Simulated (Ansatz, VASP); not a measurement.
# Two plane-wave programs on Ta

```
CELL_PARAMETERS angstrom
-1.65965 1.65965 1.65965
1.65965 -1.65965 1.65965
1.65965 1.65965 -1.65965
ATOMIC_POSITIONS crystal
Ta 0.00000 0.00000 0.00000
```

Alike in both runs: functional PBE; k mesh 40 × 40 × 40; occupations gaussian, width 0.1 eV; no spin polarisation.

Ansatz relaxed the structure, and its values are those at the end. VASP's run is a single point on that final structure, the one shown.

|  | VASP | Ansatz |
| --- | --- | --- |
| version | VASP 6.6.1 | Ansatz 0.2.0 |
| potentials or method | VASP PAW PBE potentials, release 64 (Ta_pv) | scalar-relativistic, plane waves, PAW |
| plane-wave cutoff (eV) | 520 | 420 |
| valence electrons in the cell | 11 | 13 |

Ansatz gave:

```
gap on the k mesh at the Fermi level (eV) : none
pressure (GPa)                            : 0.0
```

Question: What did VASP give for the same quantities?

Answer: gap on the k mesh at the Fermi level (eV): none; pressure (GPa): 0.1.

A gap of «none» marks a metal or a gap that the smearing closes. VASP's potentials hold 11 valence electrons a cell and Ansatz's 13, so a difference there can come from the potentials and not from the codes.

Spin-orbit coupling is off throughout.
